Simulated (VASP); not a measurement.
Crystal: AlIn2N3.

```
Al In N
1.0
     5.02923    0.00000    0.00000
    -2.51462    4.35544    0.00000
     0.00000    0.00000    4.50167
Al In N
1 2 3
Cartesian
  0.0000 0.0000 2.2508
  2.5146 1.4518 2.2508
  0.0000 2.9036 0.0000
  -0.8525 3.3958 2.2508
  0.0000 1.9193 2.2508
  0.8525 3.3958 2.2508
```

The cell was built from a structure type or drawn by symmetry, and may not be a known phase.

| Property | Result |
| --- | --- |
| Program | VASP 6.6.1 |
| Task | relaxation of cell and atoms |
| Functional | PBE |
| Potentials or basis | VASP PAW PBE potentials, release 64 (Al, In_d, N) |
| Cutoff | 600 eV |
| k mesh | 6 × 6 × 4 |
| Occupations | gaussian, width 0.1 eV |
| Spin | no spin polarisation |

At the start: pressure 8.2 GPa; volume 16.43 Å³/atom.

Problem. Where does the relaxation end?

Solution. Over 26 steps the energy falls by 700.8 meV/atom and the volume is 15.85 Å³/atom (-3.6 %); space group P-6m2 (No. 187, to 0.1 Å) before and after.

The path:
```tsv
step	energy change (eV)	largest force (eV/Å)	pressure (GPa)	volume (Å³)
1	0.0000	1.5047	8.15	98.61
2	-0.5298	1.0036	-0.41	111.02
3	-0.5583	0.9175	-2.82	116.37
4	-0.5599	0.9331	-2.30	115.11
5	-0.7068	0.2542	-0.49	113.29
6	-0.7142	0.0055	0.03	112.88
7	-0.8064	0.0976	-0.18	112.08
8	-1.7835	0.2317	-1.14	108.97
9	-3.5561	3.3416	1.45	99.48
10	-3.5329	2.9612	0.48	100.64
11	-3.5522	2.9827	0.48	100.54
12	-3.6030	3.0467	0.49	100.23
13	-3.6799	3.1774	0.49	99.52
14	-3.6798	3.4374	0.59	97.75
15	-3.7073	3.3061	0.53	98.77
16	-3.7777	3.0121	0.07	98.79
17	-3.9496	2.1791	-1.19	98.86
18	-4.1339	0.7102	-3.11	98.99
19	-4.1548	0.1485	-3.71	99.04
20	-4.1552	0.0706	-3.78	99.05
21	-4.1719	0.0379	-3.13	98.29
22	-4.2012	0.0726	-1.03	96.03
23	-4.2037	0.1230	-0.11	95.12
24	-4.2037	0.1186	-0.20	95.20
25	-4.2042	0.0709	-0.14	95.16
26	-4.2046	0.0125	-0.01	95.09
```

Final structure:
```cif
data_structure
_symmetry_space_group_name_H-M 'P 1'
_symmetry_Int_Tables_number 1
_cell_length_a 5.9318
_cell_length_b 5.9318
_cell_length_c 3.1206
_cell_angle_alpha 90.000
_cell_angle_beta 90.000
_cell_angle_gamma 120.000
_cell_volume 95.09
loop_
_atom_site_label
_atom_site_type_symbol
_atom_site_fract_x
_atom_site_fract_y
_atom_site_fract_z
_atom_site_occupancy
Al1 Al 0.00000 0.00000 0.50000 1
In1 In 0.66667 0.33333 0.50000 1
In2 In 0.33333 0.66667 0.00000 1
N1 N 0.17504 0.82496 0.50000 1
N2 N 0.17504 0.35007 0.50000 1
N3 N 0.64993 0.82496 0.50000 1
```

Caveat: a cell axis changed by over 15 % at a fixed basis, so the end point is rough.
